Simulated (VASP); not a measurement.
A run of VASP 6.6.1 is set up as follows.

Contents of INCAR:

```
SYSTEM = MoS2
ALGO = Normal
EDIFF = 1E-7
ENCUT = 520
ISIF = 2
ISMEAR = 0
ISPIN = 2
LASPH = .TRUE.
LCHARG = .FALSE.
LDAU = .TRUE.
LDAUJ = 0.5 0
LDAUL = 2 -1
LDAUPRINT = 1
LDAUTYPE = 1
LDAUU = 4 0
LMAXMIX = 4
LORBIT = 11
LREAL = .FALSE.
LWAVE = .FALSE.
MAGMOM = 0 0 0
NBANDS = 24
NELM = 150
PREC = Accurate
SIGMA = 0.05
```

File KPOINTS:

```
k-points
0
G
  7 7 7
  0 0 0
```

File POSCAR:

```
MoS2
1.0
    1.5814998900      0.9130793900      6.1233282100
   -1.5814998900      0.9130793900      6.1233282100
    0.0000000000     -1.8261587800      6.1233282100
Mo S
1 2
Direct
    0.0000000000      0.0000000000      0.0000000000
    0.7484000000      0.7484000000      0.7484000000
    0.5849000000      0.5849000000      0.5849000000
```

Potentials or basis: VASP PAW LDA potentials, release 64 (Mo_sv, S).

Run with:

```bash
$ cat potpaw_LDA.64/Mo_sv/POTCAR potpaw_LDA.64/S/POTCAR > POTCAR
$ mpirun -np 1 vasp_std > vasp.out
```

Q: Predict the net moment.

A: 0.00 μB per cell.

Q: What does it give for the largest force?

A: 1.076 eV/Å.

Q: What does it give for the band gap on the k mesh?

A: 0.91 eV (least direct gap 2.00 eV).

Q: Predict the pressure.

A: 3.6 GPa.

Stress tensor (GPa, compression positive):
```
1.18 0.00 0.00
0.00 1.18 0.00
0.00 0.00 8.52
```

Caveat: the stress differs along the axes, from 1 to 9 GPa; forces of over 1 eV/Å act on the atoms, so gaps and moduli don't describe the material at rest. A k mesh can miss the band edges.
